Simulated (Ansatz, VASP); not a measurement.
## One calculation of B5P3, two programs

```
CELL_PARAMETERS angstrom
-2.52540 2.52540 2.83708
2.52540 -2.52540 2.83708
2.52540 2.52540 -2.83708
ATOMIC_POSITIONS crystal
B 0.50000 0.50000 0.50000
B 0.00000 0.00000 0.50000
B 0.50000 0.00000 0.00000
B 0.00000 0.50000 0.00000
B 0.00000 0.00000 0.00000
P 0.50000 0.00000 0.50000
P 0.00000 0.50000 0.50000
P 0.50000 0.50000 0.00000
```

Change from the starting cell: species swapped into the Li3Mg5 type (I4/mmm, No. 139).

Alike in both runs: functional PBE; k mesh 6 × 6 × 6; occupations gaussian, width 0.1 eV; no spin polarisation.

Ansatz relaxed the structure, and its values are those at the end. VASP's run is a single point on that final structure, the one shown.

```csv
,VASP,Ansatz
version,VASP 6.6.1,Ansatz 0.2.0
potentials or method,"VASP PAW PBE potentials, release 64 (B, P), cutoff 520 eV","scalar-relativistic, plane waves, PAW"
valence electrons in the cell,30,30
```

|  | VASP | Ansatz | Ansatz less VASP |
| --- | --- | --- | --- |
| gap on the k mesh at the Fermi level (eV) | none | none | - |
| pressure (GPa) | -0.3 | 0.0 | +0.26 |

A gap of «none» marks a metal or a gap that the smearing closes. With one functional, cell and mesh, what is left measures potentials, basis and numerics.
